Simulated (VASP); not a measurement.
MgO: single point with PBE

MgO:

```
CELL_PARAMETERS angstrom
2.89831 0.00000 0.00000
-1.44916 2.51001 0.00000
0.00000 0.00000 2.64346
ATOMIC_POSITIONS crystal
Mg 0.00000 0.00000 0.00000
O 0.33333 0.66667 0.50000
```

This cell differs from its parent crystal: volume scaled by 0.96.

```yaml
Program: VASP 6.6.1
Task: single point
Functional: PBE
Potentials_or_basis: VASP PAW PBE potentials, release 64 (Mg, O)
Cutoff: 520 eV
k_mesh: 10 × 10 × 10
Occupations: fermi-dirac, width 0.05 eV
Spin: no spin polarisation
```

The pressure is 5.5 GPa and the band gap on the k mesh is 3.32 eV, indirect (least direct gap 3.72 eV).

Stress tensor (GPa, compression positive):
```
4.98 0.00 0.00
0.00 4.98 0.00
0.00 0.00 6.42
```

Levels at points of the mesh, in eV from the valence-band top:
```tsv
k point	band 1	band 2	band 3	band 4	band 5	band 6	band 7	band 8
(0.00, 0.00, 0.00)	-17.64	-0.63	-0.63	-0.40	3.32	12.01	15.92	15.92
(0.50, 0.00, 0.00)	-16.52	-5.06	-1.36	-0.04	6.80	11.01	13.38	18.39
(0.00, 0.00, 0.50)	-16.49	-5.54	-0.10	-0.10	8.65	9.35	17.86	17.86
(0.50, 0.00, 0.50)	-15.71	-3.86	-3.49	-0.87	5.96	11.70	14.54	15.32
```

Run time: 5.2 s on 1 thread of Intel(R) Xeon(R) 6975P-C (Granite Rapids), with other jobs on the host, peak memory 0.15 GiB.

 A k mesh can miss the band edges.
